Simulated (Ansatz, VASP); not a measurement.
Two plane-wave programs on In

INCAR

```
SYSTEM = In
ALGO = Normal ; EDIFF = 1E-7
ENCUT = 520 ; GGA = PE
ISIF = 2 ; ISMEAR = -1
LASPH = .TRUE. ; LCHARG = .TRUE.
LELF = .TRUE. ; LREAL = .FALSE.
LVHAR = .TRUE. ; LWAVE = .FALSE.
NBANDS = 20 ; NELM = 60
PREC = Accurate ; SIGMA = 0.08
```

KPOINTS

```
k-points
0
G
  13 13 7
  0 0 0
```

The input POSCAR:

```
In
1.0
    3.1076893982      0.0000000000      0.0000000000
   -1.5538446991      2.6913379659      0.0000000000
    0.0000000000      0.0000000000      4.9822519102
In
2
Direct
    0.3333333333      0.6666666667      0.2500000000
    0.6666666667      0.3333333333      0.7500000000
```

Input for Ansatz:

```yaml
crystal:
  lattice:
    - [3.1076893982, 0.0, 0.0]
    - [-1.5538446991, 2.6913379659, 0.0]
    - [0.0, 0.0, 4.9822519102]
  atoms:
    - { symbol: In, position: [0.3333333333, 0.6666666667, 0.25] }
    - { symbol: In, position: [0.6666666667, 0.3333333333, 0.75] }
kpoints:
  mp_grid: { grid: [13, 13, 7] }
scf:
  occupations: { method: fermi_dirac, width: 0.08 }
hamiltonian:
  xc: pbe
  pseudopotentials: { kind: paw }
output:
  forces: true
  stress: true
  eigenvalues: true
  populations: true
```

Change from the starting cell: volume scaled by 0.75, PAW files.

Alike in both runs: task single point; functional PBE; k mesh 13 × 13 × 7; occupations fermi-dirac, width 0.08 eV; no spin polarisation.

```csv
,VASP,Ansatz
version,VASP 6.6.1,Ansatz 0.2.0
potentials or method,"VASP PAW PBE potentials, release 64 (In_d)","PAW with Ansatz's default frozen-core files, scalar-relativistic"
plane-wave cutoff (eV),520,420
valence electrons in the cell,26,26
```

|  | VASP | Ansatz | Ansatz less VASP |
| --- | --- | --- | --- |
| pressure (GPa) | 20.3 | 20.3 | +0.01 |

With one functional, cell and mesh, what is left measures potentials, basis and numerics.
